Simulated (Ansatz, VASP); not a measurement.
## Ta in VASP and in Ansatz

The input INCAR:

```
ALGO = Fast ; EDIFF = 1E-7
ENCUT = 520 ; GGA = PE
ISIF = 2 ; ISMEAR = 0
LASPH = True ; LCHARG = True
LELF = True ; LREAL = False
LVHAR = True ; LWAVE = False
NBANDS = 12 ; NELM = 80
PREC = Accurate ; SIGMA = 0.15
```

KPOINTS

```
k-points
0
Gamma
  20 20 20
```

POSCAR

```
Ta
1.0
   -1.6388954000      1.6512800000      1.6388954000
    1.6636646000     -1.6512800000      1.6636646000
    1.6388954000      1.6512800000     -1.6388954000
Ta
1
Direct
    0.0000000000      0.0000000000      0.0000000000
```

Input for Ansatz:

```yaml
crystal:
  lattice:
    - [-1.6388954, 1.65128, 1.6388954]
    - [1.6636646, -1.65128, 1.6636646]
    - [1.6388954, 1.65128, -1.6388954]
  atoms:
    - { symbol: Ta, position: [0.0, 0.0, 0.0] }
basis:
  ecutwfc: 420
kpoints:
  mp_grid: { grid: [20, 20, 20] }
hamiltonian:
  xc: pbe
scf:
  occupations: { method: gaussian, width: 0.15 }
output:
  forces: true
  stress: true
  eigenvalues: true
```

Change from the starting cell: strain +0.0150 x Voigt [0, 0, 0, 0, 1, 0], atoms carried along.

Alike in both runs: task single point; functional PBE; k mesh 20 × 20 × 20; occupations gaussian, width 0.15 eV; no spin polarisation.

|  | VASP | Ansatz |
| --- | --- | --- |
| version | VASP 6.6.1 | Ansatz 0.2.0 |
| potentials or method | VASP PAW PBE potentials, release 64 (Ta_pv), cutoff 520 eV | scalar-relativistic, plane waves, PAW |
| valence electrons in the cell | 11 | 13 |

VASP gave:

* gap on the k mesh at the Fermi level (eV): none
* pressure (GPa): 3.3
* traceless stress, the component that is largest in VASP (GPa): -1.24

**Question.** Which values does Ansatz return?

**Answer.** gap on the k mesh at the Fermi level (eV): none; pressure (GPa): 3.2; traceless stress, the component that is largest in VASP (GPa): -1.23.

A gap of «none» marks a metal or a gap that the smearing closes. VASP's potentials hold 11 valence electrons a cell and Ansatz's 13, so a difference there can come from the potentials and not from the codes.

Spin-orbit coupling is off throughout.
